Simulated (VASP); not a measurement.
# Te4Pt3 (R-3m) in VASP: single point with r2SCAN

Aim: the single point of Te4Pt3 with r2SCAN.

Everything below comes from runs of VASP 6.6.1. Logs are shortened: lines on timing, memory, paths and dates and some standing lists are left out, and cuts for length are marked.

## (1) The cell of the first run

The structure is trigonal, space group R-3m (No. 166). The conventional cell has a = 4.012 Å, b = 4.012 Å, c = 36.929 Å, α = 90.00°, β = 90.00°, γ = 120.00°. Within 3.4 Å of Te (site symmetry 3m) lie 3 Pt at 2.61 Å. Within 3.6 Å of Te (site symmetry 3m) lie 3 Pt at 2.69 Å and 3 Te at 3.60 Å. Within 3.6 Å of Pt (site symmetry -3m) lie 6 Te at 2.69 Å. Within 3.4 Å of Pt (site symmetry 3m) lie 3 Te at 2.61 Å and 3 Pt at 2.75 Å.

## (2) Single point, r2SCAN

POSCAR reads:

```
Te4Pt3
1.0
    2.0060198772      1.1581761161     12.3096462826
   -2.0060198772      1.1581761161     12.3096462826
    0.0000000000     -2.3163522321     12.3096462826
Te Pt
4 3
Direct
    0.4474351659      0.4474351659      0.4474351659
    0.5525648341      0.5525648341      0.5525648341
    0.2960573865      0.2960573865      0.2960573865
    0.7039426135      0.7039426135      0.7039426135
    0.0000000000      0.0000000000      0.0000000000
    0.1466679240      0.1466679240      0.1466679240
    0.8533320760      0.8533320760      0.8533320760
```

INCAR.step1 reads:

```
  ALGO = Normal
  EDIFF = 1E-4
  ENCUT = 520
  GGA = PE
  ISMEAR = 0
  LASPH = True
  LCHARG = False
  LREAL = False
  LWAVE = True
  NBANDS = 36
  NELM = 100
  PREC = Accurate
  SIGMA = 0.1
```

INCAR.step2 reads:

```
  ALGO = Normal
  EDIFF = 1E-6
  ENCUT = 520
  ISIF = 2
  ISMEAR = 0
  ISTART = 1
  LASPH = True
  LCHARG = False
  LMIXTAU = True
  LREAL = False
  LWAVE = False
  METAGGA = R2SCAN
  NBANDS = 36
  NELM = 100
  PREC = Accurate
  SIGMA = 0.1
```

KPOINTS reads:

```
k-points
0
Gamma
  6 6 6
```

Potentials or basis: VASP PAW PBE potentials, release 64 (Te, Pt).

The run is started by

```console
$ cat potpaw_PBE.64/Te/POTCAR potpaw_PBE.64/Pt/POTCAR > POTCAR
$ cp INCAR.step1 INCAR
$ mpirun -np 1 vasp_std > vasp.out
$ cp INCAR.step2 INCAR
$ mpirun -np 1 vasp_std > vasp.out
```

OUTCAR:

```text
EDIFF = 1E-6
   ENCUT = 520
   ISIF = 2
   ISMEAR = 0
   ISTART = 1
   LASPH = True
   LREAL = False
   METAGGA = R2SCAN
   NELM = 100
   PREC = Accurate

 ion  position               nearest neighbor table
   1  0.447  0.447  0.447-   6 2.61   6 2.61   6 2.61   7 3.54   7 3.54   7 3.54   4 3.66   4 3.66
                             4 3.66
   2  0.553  0.553  0.553-   7 2.61   7 2.61   7 2.61   6 3.54   6 3.54   6 3.54   3 3.66   3 3.66
                             3 3.66
   3  0.296  0.296  0.296-   5 2.69   5 2.69   5 2.69   4 3.60   4 3.60   4 3.60   2 3.66   2 3.66
                             2 3.66
   4  0.704  0.704  0.704-   5 2.69   5 2.69   5 2.69   3 3.60   3 3.60   3 3.60   1 3.66   1 3.66
                             1 3.66
   5  0.000  0.000  0.000-   4 2.69   3 2.69   4 2.69   4 2.69   3 2.69   3 2.69
   6  0.147  0.147  0.147-   1 2.61   1 2.61   1 2.61   7 2.75   7 2.75   7 2.75   2 3.54   2 3.54
                             2 3.54
   7  0.853  0.853  0.853-   2 2.61   2 2.61   2 2.61   6 2.75   6 2.75   6 2.75   1 3.54   1 3.54
                             1 3.54

  LATTYP: Found a trigonal (rhomboedric) cell.
 ALAT       =    12.5256887741
 COS(alpha) =     0.9487023788

  Lattice vectors:

 A1 = (   2.0060198772,   1.1581761161,  12.3096462826)
 A2 = (  -2.0060198772,   1.1581761161,  12.3096462826)
 A3 = (   0.0000000000,  -2.3163522321,  12.3096462826)

Analysis of symmetry for initial positions (statically):
=====================================================================
 Subroutine PRICEL returns:
 Original cell was already a primitive cell.

 Routine SETGRP: Setting up the symmetry group for a
 trigonal (rhombohedral) supercell.

 Subroutine GETGRP returns: Found 12 space group operations
 (whereof 12 operations were pure point group operations)
 out of a pool of 12 trial point group operations.

The static configuration has the point symmetry D_3d.

Analysis of symmetry for dynamics (positions and initial velocities):
=====================================================================
 Subroutine PRICEL returns:
 Original cell was already a primitive cell.

 Routine SETGRP: Setting up the symmetry group for a
 trigonal (rhombohedral) supercell.

 Subroutine GETGRP returns: Found 12 space group operations
 (whereof 12 operations were pure point group operations)
 out of a pool of 12 trial point group operations.

The dynamic configuration has the point symmetry D_3d.

 Subroutine INISYM returns: Found 12 space group operations
 (whereof 12 operations are pure point group operations),
 and found     1 'primitive' translations

----------------------------------------------------------------------------------------

                                     Primitive cell

  volume of cell :     171.5958

  direct lattice vectors                    reciprocal lattice vectors
     2.006019877  1.158176116 12.309646283     0.249249773  0.143904424  0.027079034
    -2.006019877  1.158176116 12.309646283    -0.249249773  0.143904424  0.027079034
     0.000000000 -2.316352232 12.309646283     0.000000000 -0.287808848  0.027079034

  length of vectors
    12.525688774 12.525688774 12.525688774     0.289079932  0.289079932  0.289079932

  position of ions in fractional coordinates (direct lattice)
     0.447435166  0.447435166  0.447435166
     0.552564834  0.552564834  0.552564834
     0.296057387  0.296057387  0.296057387
     0.703942613  0.703942613  0.703942613
     0.000000000  0.000000000  0.000000000
     0.146667924  0.146667924  0.146667924
     0.853332076  0.853332076  0.853332076

  ion indices of the primitive-cell ions
   primitive index   ion index
                 1           1
                 2           2
                 3           3
                 4           4
                 5           5
                 6           6
                 7           7

----------------------------------------------------------------------------------------

 KPOINTS: k-points

Automatic generation of k-mesh.
 Grid dimensions read from file:
 generate k-points for:    6    6    6

 Generating k-lattice:

  Cartesian coordinates                     Fractional coordinates (reciprocal lattice)
     0.041541629  0.023984071  0.004513172     0.166666667  0.000000000  0.000000000
    -0.041541629  0.023984071  0.004513172     0.000000000  0.166666667  0.000000000
     0.000000000 -0.047968141  0.004513172    -0.000000000 -0.000000000  0.166666667

  Length of vectors
     0.048179989  0.048179989  0.048179989

  Shift w.r.t. Gamma in fractional coordinates (k-lattice)
     0.000000000  0.000000000  0.000000000

 Subroutine IBZKPT returns following result:
 ===========================================

 Found     32 irreducible k-points:

 Following reciprocal coordinates:
            Coordinates               Weight
  0.000000  0.000000  0.000000      1.000000
  0.166667 -0.000000  0.000000      6.000000
  0.333333 -0.000000  0.000000      6.000000
  0.500000  0.000000  0.000000      3.000000
  0.166667  0.166667  0.000000      6.000000
  0.333333  0.166667  0.000000     12.000000
[... 16 lines left out ...]
  0.500000  0.500000  0.166667      6.000000
 -0.333333  0.500000  0.166667     12.000000
 [... further k-points ...]
   k-points           NKPTS =     32   k-points in BZ     NKDIM =     32   number of bands    NBANDS=     36
   number of dos      NEDOS =    301   number of ions     NIONS =      7
   total plane-waves  NPLWV = 884736
   dimension x,y,z NGX =    96 NGY =   96 NGZ =   96
   dimension x,y,z NGXF=   192 NGYF=  192 NGZF=  192
   ions per type =               4   3
   NGX,Y,Z   is equivalent  to a cutoff of  12.74, 12.74, 12.74 a.u.
   NGXF,Y,Z  is equivalent  to a cutoff of  25.48, 25.48, 25.48 a.u.
 SYSTEM =  unknown system
   PREC   = accura    normal or accurate (medium, high low for compatibility)
   ISTART =      1    job   : 0-new  1-cont  2-samecut
   ICHARG =      0    charge: 1-file 2-atom 10-const
   ISPIN  =      1    spin polarized calculation?
   LNONCOLLINEAR =      F non collinear calculations
   LSORBIT =      F    spin-orbit coupling
   LASPH  =      T    aspherical Exc in radial PAW
   ENCUT  =  520.0 eV  38.22 Ry    6.18 a.u.  23.29 23.29 23.29*2*pi/ulx,y,z
   NELM   =    100;   NELMIN=  2; NELMDL=  0     # of ELM steps
   EDIFF  = 0.1E-05   stopping-criterion for ELM
   LREAL  =      F    real-space projection
   EDIFFG = 0.1E-04   stopping-criterion for IOM
   NSW    =      0    number of steps for IOM
   IBRION =     -1    ionic relax: 0-MD 1-quasi-New 2-CG
   NFREE  =      0    steps in history (QN), initial steepest desc. (CG)
   ISIF   =      2    stress and relaxation
   ISYM   =      2    0-nonsym 1-usesym 2-fastsym
   POTIM  = 0.5000    time-step for ionic-motion
   TEBEG  =    0.0;   TEEND  =   0.0 temperature during run
   PSTRESS=    0.0 pullay stress
   NELECT =      54.0000    total number of electrons
   NUPDOWN=      -1.0000    fix difference up-down
   EMIN   =  10.00;   EMAX   =-10.00  energy-range for DOS
   EFERMI =   0.00;   METHOD = LEGACY
   ISMEAR =     0;   SIGMA  =   0.10  broadening in eV -4-tet -1-fermi 0-gaus
   EFERMI_NEDOS =   21; number of points for ismear=-14 and -15
   IALGO  =     38    algorithm
   IMIX   =      4    mixing-type and parameters
     AMIX     =   0.40;   BMIX     =  1.00
     AMIX_MAG =   1.60;   BMIX_MAG =  1.00
  volume/ion in A,a.u.               =      24.51       165.43
  Fermi-wavevector in a.u.,A,eV,Ry     =   1.113535  2.104276 16.870682  1.239960
  Thomas-Fermi vector in A             =   2.250121
   LORBIT       =      0    0 simple, 1 ext, 2 COOP (PROOUT), +10 PAW based schemes
   METAGGA = R2SCAN    functional components
   LHFCALC =     F    Hartree Fock is set to
   AEXX    =    0.0000 exact exchange contribution
   IVDW    =     0    specifies the selected vdW correction
   LEPSILON=     F    determine dielectric tensor
   LRPA    =     F    only Hartree local field effects (RPA)
 non-spin polarized calculation
 Gauss-broadening in eV      SIGMA  =   0.10
  energy-cutoff  :      520.00
  volume of cell :      171.60
 maximum number of plane-waves:      4659
 NGX is ok and might be reduce to    96
   NGX = 47   NGY = 47   NGZ = 47

 number of electron      54.0000001 magnetization

 Free energy of the ion-electron system (eV)
  ---------------------------------------------------
  ext. energy  EPLUGINS =         0.00000000
  ---------------------------------------------------
  free energy    TOTEN  =      -259.17025657 eV

  energy without entropy =     -259.16027393  energy(sigma->0) =     -259.16526525

 E-fermi :   7.6713     XC(G=0): -11.0938

 val. band max:        7.6433101338   @ k =  -0.3333  -0.3333   0.1667
 cond. band min:       7.6738654500   @ k =  -0.1667   0.3333   0.1667
 fundamental gap:      0.0305553162
 Fermi energy:         7.6712592130

 k-point     1 :       0.0000    0.0000    0.0000
  band No.  band energies     occupation
      1      -6.2498      2.00000
      2      -5.4673      2.00000
      3      -5.0663      2.00000
      4      -3.7612      2.00000
      5       1.0032      2.00000
      6       1.9951      2.00000
[... 28 lines left out ...]
     35      13.1243      0.00000
     36      13.7560      0.00000

 k-point     2 :       0.1667   -0.0000    0.0000
  band No.  band energies     occupation
      1      -5.9428      2.00000
      2      -5.2100      2.00000
      3      -4.8930      2.00000
      4      -3.7785      2.00000
      5       1.2742      2.00000
      6       1.8236      2.00000
[... 28 lines left out ...]
     35      13.4269      0.00000
     36      14.0030      0.00000
[... 817 lines left out ...]
     35      13.1524      0.00000
     36      13.7688      0.00000

 k-point    24 :      -0.3333    0.5000    0.1667
  band No.  band energies     occupation
      1      -4.5485      2.00000
      2      -4.4590      2.00000
      3      -4.0841      2.00000
      4      -3.9984      2.00000
      5       1.1413      2.00000
      6       1.2533      2.00000
[... 28 lines left out ...]
     35      13.8665      0.00000
     36      13.9234      0.00000

 [... further k-points ...]

------------------------ aborting loop because EDIFF is reached ----------------------------------------

  FORCE on cell =-STRESS in cart. coord.  units (eV):
  Direction    XX          YY          ZZ          XY          YZ          ZX
  --------------------------------------------------------------------------------------
  -------------------------------------------------------------------------------------
  Total       -0.0036085     -0.0036085      0.0550468      0.0000000      0.0000000      0.0000000
  in kB       -0.0336927     -0.0336927      0.5139680      0.0000000      0.0000000      0.0000000
  external PRESSURE =       0.1488609 kB  Pullay stress =       0.0000000 kB

 VOLUME and BASIS-vectors are now :
 -----------------------------------------------------------------------------
  energy-cutoff  :      520.00
  volume of cell :      171.60
      direct lattice vectors                 reciprocal lattice vectors
     2.006019877  1.158176116 12.309646283     0.249249773  0.143904424  0.027079034
    -2.006019877  1.158176116 12.309646283    -0.249249773  0.143904424  0.027079034
     0.000000000 -2.316352232 12.309646283     0.000000000 -0.287808848  0.027079034

 POSITION                                       TOTAL-FORCE (eV/Angst)
 -----------------------------------------------------------------------------------
      0.00000      0.00000     16.52331         0.000000     -0.000000     -0.004436
      0.00000      0.00000     20.40563         0.000000      0.000000      0.004436
      0.00000      0.00000     10.93309         0.000000     -0.000000     -0.016127
      0.00000      0.00000     25.99585         0.000000      0.000000      0.016127
      0.00000      0.00000      0.00000         0.000000     -0.000000      0.000000
      0.00000      0.00000      5.41629         0.000000     -0.000000     -0.018382
      0.00000      0.00000     31.51265         0.000000      0.000000      0.018382
 -----------------------------------------------------------------------------------
    total drift:                               -0.000000      0.000000     -0.000000

  FREE ENERGIE OF THE ION-ELECTRON SYSTEM (eV)
  ---------------------------------------------------
  free  energy   TOTEN  =      -259.1702565705 eV

  energy  without entropy=     -259.1602739303  energy(sigma->0) =     -259.16526525
```

It took 61 min on 1 thread of Intel Xeon 6975P-C (Granite Rapids), shared host; peak memory 1.8 GiB.

What came out:

```
Free energy            : -259.1703 eV
Pressure               : 0.0 GPa
Largest force          : 0.018 eV/Å
Band gap on the k mesh : zero (band 27 reaches 8.74 eV, above the bottom of band 28 at 6.63 eV)
```

Forces in eV/Å, atoms in the order of the input:
```
Te   0.000  0.000 -0.004
Te   0.000  0.000  0.004
Te   0.000  0.000 -0.016
Te   0.000  0.000  0.016
Pt   0.000  0.000  0.000
Pt   0.000  0.000 -0.018
Pt   0.000  0.000  0.018
```

Caveat: the PAW data sets were made with another functional, which shifts forces and pressure a little; spin-orbit coupling is left out, which moves the levels of the heavy elements.
